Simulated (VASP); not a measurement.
# AlP (a) (F-43m) in VASP: a series of runs

Runs on AlP (a). Level: PBE. Tasks: single point.

All numbers are computed with VASP 6.6.1; they aren't measurements. Logs are shortened: lines on timing, memory, paths and dates and some standing lists are left out, and cuts for length are marked.

**1. The cell of the first run**

The structure is cubic, space group F-43m (No. 216). Conventional cell: a = 5.507 Å, b = 5.507 Å, c = 5.507 Å, α = 90.00°, β = 90.00°, γ = 90.00°. Al (site symmetry -43m) has 4 P at 2.38 Å within 3.2 Å. Within 3.2 Å of P (site symmetry -43m) lie 4 Al at 2.38 Å.

**2. Single point, PBE**

The input, INCAR:

```
SYSTEM = AlP
ALGO = Normal
EDIFF = 1E-6
ENCUT = 500
GGA = PE
GGA_COMPAT = .FALSE.
ISIF = 2
ISMEAR = 0
LASPH = .TRUE.
LCHARG = .FALSE.
LREAL = .FALSE.
LWAVE = .FALSE.
NBANDS = 16
NELM = 120
PREC = Accurate
SIGMA = 0.1
```

The input, KPOINTS:

```
k-points
0
G
  6 4 6
  0 0 0
```

The input, POSCAR:

```
AlP
1.0
    3.8942774311      0.0000000000      0.0000000000
    0.0000000000      5.5073399588      0.0000000000
    0.0000000000      0.0000000000      3.8942774311
Al P
2 2
Direct
    0.0000000000      0.0000000000      0.0000000000
    0.5000000000      0.5000000000      0.5000000000
    0.0000000000      0.2500000000      0.5000000000
    0.5000000000      0.7500000000      0.0000000000
```

Potentials or basis: VASP PAW PBE potentials, release 64 (Al, P).

On the command line:

```bash
$ cat potpaw_PBE.64/Al/POTCAR potpaw_PBE.64/P/POTCAR > POTCAR
$ mpirun -np 1 vasp_std > vasp.out
```

OUTCAR:

```text
SYSTEM = AlP
   EDIFF = 1E-6
   ENCUT = 500
   GGA = PE
   ISIF = 2
   ISMEAR = 0
   LASPH = .TRUE.
   LREAL = .FALSE.
   NELM = 120
   PREC = Accurate

 ion  position               nearest neighbor table
   1  0.000  0.000  0.000-   3 2.38   4 2.38   3 2.38   4 2.38
   2  0.500  0.500  0.500-   3 2.38   4 2.38   4 2.38   3 2.38
   3  0.000  0.250  0.500-   1 2.38   2 2.38   1 2.38   2 2.38
   4  0.500  0.750  0.000-   1 2.38   2 2.38   2 2.38   1 2.38

  LATTYP: Found a simple tetragonal cell.
 ALAT       =     3.8942774311
 C/A-ratio  =     1.4142135624

  Lattice vectors:

 A1 = (  -3.8942774311,   0.0000000000,   0.0000000000)
 A2 = (   0.0000000000,   0.0000000000,   3.8942774311)
 A3 = (   0.0000000000,   5.5073399588,   0.0000000000)

Analysis of symmetry for initial positions (statically):
=====================================================================
 Subroutine PRICEL returns following result:

  LATTYP: Found a face centered cubic cell.
 ALAT       =     5.5073399588

  Lattice vectors:

 A1 = (  -1.9471387156,   2.7536699794,   1.9471387156)
 A2 = (  -0.0000000000,   0.0000000000,   3.8942774311)
 A3 = (   1.9471387156,   2.7536699794,   1.9471387155)

   2 primitive cells build up your supercell.

 Routine SETGRP: Setting up the symmetry group for a
 simple tetragonal supercell.

 Subroutine GETGRP returns: Found  8 space group operations
 (whereof  8 operations were pure point group operations)
 out of a pool of 16 trial point group operations.

The static configuration has the point symmetry D_2d.

Analysis of symmetry for dynamics (positions and initial velocities):
=====================================================================
 Subroutine PRICEL returns following result:

  LATTYP: Found a face centered cubic cell.
 ALAT       =     5.5073399588

  Lattice vectors:

 A1 = (  -1.9471387156,   2.7536699794,   1.9471387156)
 A2 = (  -0.0000000000,   0.0000000000,   3.8942774311)
 A3 = (   1.9471387156,   2.7536699794,   1.9471387155)

   2 primitive cells build up your supercell.

 Routine SETGRP: Setting up the symmetry group for a
 simple tetragonal supercell.

 Subroutine GETGRP returns: Found  8 space group operations
 (whereof  8 operations were pure point group operations)
 out of a pool of 16 trial point group operations.

The dynamic configuration has the point symmetry D_2d.

 Subroutine INISYM returns: Found  8 space group operations
 (whereof  8 operations are pure point group operations),
 and found     2 'primitive' translations

----------------------------------------------------------------------------------------

                                     Primitive cell

  volume of cell :      41.7605

  direct lattice vectors                    reciprocal lattice vectors
    -1.947138716  2.753669979  1.947138716    -0.256787047  0.181575862 -0.000000000
    -0.000000000  0.000000000  3.894277431     0.000000000 -0.181575862  0.256787047
     1.947138716  2.753669979  1.947138716     0.256787047  0.181575862  0.000000000

  length of vectors
     3.894277431  3.894277431  3.894277431     0.314498618  0.314498618  0.314498618

  position of ions in fractional coordinates (direct lattice)
     0.000000000  0.000000000  0.000000000
     0.250000000  0.250000000  0.250000000

  ion indices of the primitive-cell ions
   primitive index   ion index
                 1           1
                 2           3

----------------------------------------------------------------------------------------

 KPOINTS: k-points

Automatic generation of k-mesh.
 Grid dimensions read from file:
 generate k-points for:    6    4    6

 Generating k-lattice:

  Cartesian coordinates                     Fractional coordinates (reciprocal lattice)
     0.042797841  0.000000000  0.000000000     0.166666667  0.000000000  0.000000000
     0.000000000  0.045393965  0.000000000     0.000000000  0.250000000  0.000000000
     0.000000000  0.000000000  0.042797841     0.000000000  0.000000000  0.166666667

  Length of vectors
     0.042797841  0.045393965  0.042797841

  Shift w.r.t. Gamma in fractional coordinates (k-lattice)
     0.000000000  0.000000000  0.000000000

 Subroutine IBZKPT returns following result:
 ===========================================

 Found     30 irreducible k-points:

 Following reciprocal coordinates:
            Coordinates               Weight
  0.000000  0.000000  0.000000      1.000000
  0.166667  0.000000  0.000000      4.000000
  0.333333  0.000000  0.000000      4.000000
  0.500000  0.000000  0.000000      2.000000
  0.000000  0.250000  0.000000      2.000000
  0.166667  0.250000  0.000000      8.000000
[... 16 lines left out ...]
  0.500000  0.000000  0.333333      4.000000
  0.333333  0.250000  0.333333      8.000000
 [... further k-points ...]
   k-points           NKPTS =     30   k-points in BZ     NKDIM =     30   number of bands    NBANDS=     16
   number of dos      NEDOS =    301   number of ions     NIONS =      4
   total plane-waves  NPLWV =  31360
   dimension x,y,z NGX =    28 NGY =   40 NGZ =   28
   dimension x,y,z NGXF=    56 NGYF=   80 NGZF=   56
   ions per type =               2   2
   NGX,Y,Z   is equivalent  to a cutoff of  11.95, 12.07, 11.95 a.u.
   NGXF,Y,Z  is equivalent  to a cutoff of  23.91, 24.15, 23.91 a.u.
 SYSTEM =  AlP
   PREC   = accura    normal or accurate (medium, high low for compatibility)
   ISTART =      0    job   : 0-new  1-cont  2-samecut
   ICHARG =      2    charge: 1-file 2-atom 10-const
   ISPIN  =      1    spin polarized calculation?
   LNONCOLLINEAR =      F non collinear calculations
   LSORBIT =      F    spin-orbit coupling
   LASPH  =      T    aspherical Exc in radial PAW
   ENCUT  =  500.0 eV  36.75 Ry    6.06 a.u.   7.10 10.04  7.10*2*pi/ulx,y,z
   NELM   =    120;   NELMIN=  2; NELMDL= -5     # of ELM steps
   EDIFF  = 0.1E-05   stopping-criterion for ELM
   LREAL  =      F    real-space projection
   EDIFFG = 0.1E-04   stopping-criterion for IOM
   NSW    =      0    number of steps for IOM
   IBRION =     -1    ionic relax: 0-MD 1-quasi-New 2-CG
   NFREE  =      0    steps in history (QN), initial steepest desc. (CG)
   ISIF   =      2    stress and relaxation
   ISYM   =      2    0-nonsym 1-usesym 2-fastsym
   POTIM  = 0.5000    time-step for ionic-motion
   TEBEG  =    0.0;   TEEND  =   0.0 temperature during run
   PSTRESS=    0.0 pullay stress
   NELECT =      16.0000    total number of electrons
   NUPDOWN=      -1.0000    fix difference up-down
   EMIN   =  10.00;   EMAX   =-10.00  energy-range for DOS
   EFERMI =   0.00;   METHOD = LEGACY
   ISMEAR =     0;   SIGMA  =   0.10  broadening in eV -4-tet -1-fermi 0-gaus
   EFERMI_NEDOS =   21; number of points for ismear=-14 and -15
   IALGO  =     38    algorithm
   IMIX   =      4    mixing-type and parameters
     AMIX     =   0.40;   BMIX     =  1.00
     AMIX_MAG =   1.60;   BMIX_MAG =  1.00
  volume/ion in A,a.u.               =      20.88       140.91
  Fermi-wavevector in a.u.,A,eV,Ry     =   0.943734  1.783399 12.117810  0.890634
  Thomas-Fermi vector in A             =   2.071470
   LORBIT       =      0    0 simple, 1 ext, 2 COOP (PROOUT), +10 PAW based schemes
   GGA     = PE    functional components
   LHFCALC =     F    Hartree Fock is set to
   AEXX    =    0.0000 exact exchange contribution
   IVDW    =     0    specifies the selected vdW correction
   LEPSILON=     F    determine dielectric tensor
   LRPA    =     F    only Hartree local field effects (RPA)
 non-spin polarized calculation
 Gauss-broadening in eV      SIGMA  =   0.10
  energy-cutoff  :      500.00
  volume of cell :       83.52
 maximum number of plane-waves:      2148
   NGX = 15   NGY = 21   NGZ = 15

 number of electron      16.0000005 magnetization

 Free energy of the ion-electron system (eV)
  ---------------------------------------------------
  ext. energy  EPLUGINS =         0.00000000
  ---------------------------------------------------
  free energy    TOTEN  =       -20.74970537 eV

  energy without entropy =      -20.74970537  energy(sigma->0) =      -20.74970537

 E-fermi :   4.8258     XC(G=0):  -9.1080

 val. band max:        4.3472304643   @ k =   0.0000   0.0000   0.0000
 cond. band min:       5.9760929394   @ k =   0.0000   0.0000   0.0000
 fundamental gap:      1.6288624751
 Fermi energy:         4.8258409717

 k-point     1 :       0.0000    0.0000    0.0000
  band No.  band energies     occupation
      1      -7.0117      2.00000
      2      -4.7585      2.00000
      3      -0.8745      2.00000
      4       2.2973      2.00000
      5       2.2973      2.00000
      6       4.3470      2.00000
[... 8 lines left out ...]
     15      13.1515      0.00000
     16      13.1515      0.00000

 k-point     2 :       0.1667    0.0000    0.0000
  band No.  band energies     occupation
      1      -6.8137      2.00000
      2      -4.7513      2.00000
      3      -0.7346      2.00000
      4       1.4650      2.00000
      5       2.4616      2.00000
      6       3.0922      2.00000
[... 8 lines left out ...]
     15      12.2616      0.00000
     16      12.9583      0.00000

 k-point     3 :       0.3333    0.0000    0.0000
  band No.  band energies     occupation
      1      -6.2592      2.00000
      2      -4.9177      2.00000
      3      -0.4773      2.00000
      4       0.9244      2.00000
      5       1.3328      2.00000
      6       2.7682      2.00000
[... 8 lines left out ...]
     15      11.5545      0.00000
     16      11.8444      0.00000

 k-point     4 :       0.5000    0.0000    0.0000
  band No.  band energies     occupation
      1      -5.5074      2.00000
      2      -5.5074      2.00000
      3       0.0654      2.00000
      4       0.0654      2.00000
      5       1.5968      2.00000
      6       1.5968      2.00000
[... 8 lines left out ...]
     15      10.8153      0.00000
     16      10.8153      0.00000

 k-point     5 :       0.0000    0.2500    0.0000
  band No.  band energies     occupation
      1      -6.7883      2.00000
      2      -5.2822      2.00000
      3      -0.1092      2.00000
      4       2.5058      2.00000
      5       2.5058      2.00000
      6       3.2273      2.00000
[... 8 lines left out ...]
     15      11.7709      0.00000
     16      13.3848      0.00000

 k-point     6 :       0.1667    0.2500    0.0000
  band No.  band energies     occupation
      1      -6.5995      2.00000
      2      -5.2015      2.00000
      3      -0.2392      2.00000
      4       1.9139      2.00000
      5       2.0535      2.00000
      6       2.6585      2.00000
[... 8 lines left out ...]
     15      11.8934      0.00000
     16      12.1632      0.00000
[... 267 lines left out ...]
 k-point    21 :       0.5000    0.5000    0.1667
  band No.  band energies     occupation
      1      -5.2525      2.00000
      2      -5.2525      2.00000
      3      -0.9021      2.00000
      4      -0.9021      2.00000
      5       2.5328      2.00000
      6       2.5328      2.00000
[... 8 lines left out ...]
     15      12.5959      0.00000
     16      12.5959      0.00000

 k-point    22 :       0.3333    0.0000    0.3333
  band No.  band energies     occupation
      1      -5.5778      2.00000
      2      -4.7246      2.00000
      3      -0.6211      2.00000
      4       0.3721      2.00000
      5       1.5236      2.00000
      6       1.7602      2.00000
[... 8 lines left out ...]
     15      12.6781      0.00000
     16      12.6783      0.00000

 k-point    23 :       0.5000    0.0000    0.3333
  band No.  band energies     occupation
      1      -4.9884      2.00000
      2      -4.9884      2.00000
      3      -0.4862      2.00000
      4      -0.4862      2.00000
      5       2.0958      2.00000
      6       2.0958      2.00000
[... 8 lines left out ...]
     15      14.1058      0.00000
     16      14.1058      0.00000

 k-point    24 :       0.3333    0.2500    0.3333
  band No.  band energies     occupation
      1      -5.4471      2.00000
      2      -4.8344      2.00000
      3      -0.5366      2.00000
      4       0.1302      2.00000
      5       0.9413      2.00000
      6       2.0624      2.00000
[... 8 lines left out ...]
     15      12.4153      0.00000
     16      12.5612      0.00000

 [... further k-points ...]
[... 5 lines left out ...]
  --------------------------------------------------------------------------------------
  -------------------------------------------------------------------------------------
  Total       -0.0205291     -0.0684348     -0.0205291      0.0000000     -0.0000000      0.0000000
  in kB       -0.3938079     -1.3127792     -0.3938079      0.0000000     -0.0000000      0.0000000
  external PRESSURE =      -0.7001317 kB  Pullay stress =       0.0000000 kB

 VOLUME and BASIS-vectors are now :
 -----------------------------------------------------------------------------
  energy-cutoff  :      500.00
  volume of cell :       83.52
      direct lattice vectors                 reciprocal lattice vectors
     3.894277431  0.000000000  0.000000000     0.256787047  0.000000000  0.000000000
     0.000000000  5.507339959  0.000000000     0.000000000  0.181575862  0.000000000
     0.000000000  0.000000000  3.894277431     0.000000000  0.000000000  0.256787047

 POSITION                                       TOTAL-FORCE (eV/Angst)
 -----------------------------------------------------------------------------------
      0.00000      0.00000      0.00000         0.000000     -0.000000      0.000000
      1.94714      2.75367      1.94714         0.000000     -0.000000      0.000000
      0.00000      1.37683      1.94714        -0.000000      0.000000      0.000000
      1.94714      4.13050      0.00000         0.000000      0.000000     -0.000000
 -----------------------------------------------------------------------------------
    total drift:                               -0.000000     -0.000000     -0.000000

  FREE ENERGIE OF THE ION-ELECTRON SYSTEM (eV)
  ---------------------------------------------------
  free  energy   TOTEN  =       -20.7497053679 eV

  energy  without entropy=      -20.7497053679  energy(sigma->0) =      -20.74970537
```

It took 14 s on 1 thread of Intel Xeon 6975P-C (Granite Rapids), shared host; peak memory 0.19 GiB.

What came out:

| Item | Value |
| --- | --- |
| Free energy | -20.7497 eV |
| Pressure | -0.1 GPa |
| Band gap on the k mesh | 1.63 eV |

Levels at points of the mesh, in eV from the valence-band top:
```
           k point  band 4  band 5  band 6  band 7  band 8  band 9  band 10  band 11  band 12  band 13
(0.00, 0.00, 0.00)   -2.05   -2.05    0.00    0.00    0.00    1.63     2.47     3.08     4.52     4.52
(0.50, 0.00, 0.00)   -4.28   -2.75   -2.75   -0.82   -0.82    3.74     3.74     6.03     6.03     6.14
(0.00, 0.50, 0.00)   -2.88   -1.25   -1.25   -1.25   -1.25    2.86     2.86     4.05     4.05     6.99
(0.50, 0.50, 0.00)   -5.41   -0.75   -0.75   -0.75   -0.75    2.72     2.72     4.81     4.81     4.81
(0.50, 0.00, 0.50)   -5.22   -2.05   -2.05   -2.05   -2.05    1.63     1.63     2.47     2.47    10.85
(0.50, 0.50, 0.50)   -4.85   -3.08   -3.08   -2.73   -2.73    4.32     4.32     5.81     5.81     6.13
```

A k mesh can miss the band edges. Expect the measured gap to be larger: semilocal functionals such as PBE lack the derivative discontinuity.

**3. Single point, PBE**

The input, INCAR:

```
SYSTEM = AlP
ALGO     = Normal         ! electronic algorithm
EDIFF    = 1E-6           ! SCF threshold, eV
ENCUT    = 500            ! plane-wave cutoff, eV
GGA      = PE             ! functional
GGA_COMPAT= .FALSE.      
ISIF     = 2              ! what is computed and relaxed
ISMEAR   = 0              ! smearing method
LASPH    = .TRUE.         ! aspherical terms in the spheres
LCHARG   = .TRUE.         ! write CHGCAR
LELF     = .TRUE.         ! ELF
LREAL    = .FALSE.        ! projectors in reciprocal space
LVHAR    = .TRUE.       
LWAVE    = .FALSE.        ! write WAVECAR
NBANDS   = 16             ! bands
NELM     = 120            ! most SCF steps
PREC     = Accurate       ! precision mode
SIGMA    = 0.02           ! smearing width, eV
```

The input, KPOINTS:

```
k-points
0
G
  8 6 8
  0 0 0
```

POSCAR is that of step 2.

Potentials or basis: VASP PAW PBE potentials, release 64 (Al, P).

On the command line:

```bash
$ cat potpaw_PBE.64/Al/POTCAR potpaw_PBE.64/P/POTCAR > POTCAR
$ mpirun -np 1 vasp_std > vasp.out
```

OUTCAR:

```text
SYSTEM = AlP
   EDIFF = 1E-6
   ENCUT = 500
   GGA = PE
   ISIF = 2
   ISMEAR = 0
   LASPH = .TRUE.
   LREAL = .FALSE.
   NELM = 120
   PREC = Accurate

 ion  position               nearest neighbor table
   1  0.000  0.000  0.000-   3 2.38   4 2.38   3 2.38   4 2.38
   2  0.500  0.500  0.500-   3 2.38   4 2.38   4 2.38   3 2.38
   3  0.000  0.250  0.500-   1 2.38   2 2.38   1 2.38   2 2.38
   4  0.500  0.750  0.000-   1 2.38   2 2.38   2 2.38   1 2.38

  LATTYP: Found a simple tetragonal cell.
[... 663 lines left out ...]
     15      11.9788      0.00000
     16      11.9788      0.00000

 [... further k-points ...]
[... 5 lines left out ...]
  --------------------------------------------------------------------------------------
  -------------------------------------------------------------------------------------
  Total       -0.0390381     -0.0456431     -0.0390381      0.0000000      0.0000000      0.0000000
  in kB       -0.7488655     -0.8755690     -0.7488655      0.0000000      0.0000000      0.0000000
  external PRESSURE =      -0.7911000 kB  Pullay stress =       0.0000000 kB

 VOLUME and BASIS-vectors are now :
 -----------------------------------------------------------------------------
  energy-cutoff  :      500.00
  volume of cell :       83.52
      direct lattice vectors                 reciprocal lattice vectors
     3.894277431  0.000000000  0.000000000     0.256787047  0.000000000  0.000000000
     0.000000000  5.507339959  0.000000000     0.000000000  0.181575862  0.000000000
     0.000000000  0.000000000  3.894277431     0.000000000  0.000000000  0.256787047

 POSITION                                       TOTAL-FORCE (eV/Angst)
 -----------------------------------------------------------------------------------
      0.00000      0.00000      0.00000        -0.000000     -0.000000      0.000000
      1.94714      2.75367      1.94714        -0.000000     -0.000000      0.000000
      0.00000      1.37683      1.94714         0.000000      0.000000     -0.000000
      1.94714      4.13050      0.00000        -0.000000      0.000000     -0.000000
 -----------------------------------------------------------------------------------
    total drift:                               -0.000000     -0.000000     -0.000000

  FREE ENERGIE OF THE ION-ELECTRON SYSTEM (eV)
  ---------------------------------------------------
  free  energy   TOTEN  =       -20.7547986868 eV

  energy  without entropy=      -20.7547986868  energy(sigma->0) =      -20.75479869
```

Wall time 29 s (1 thread of Intel Xeon 6975P-C (Granite Rapids), shared host); peak memory 0.21 GiB.

Results:

```yaml
Free_energy: -20.7548 eV
Pressure: -0.1 GPa
Band_gap_on_the_k_mesh: 1.63 eV
```
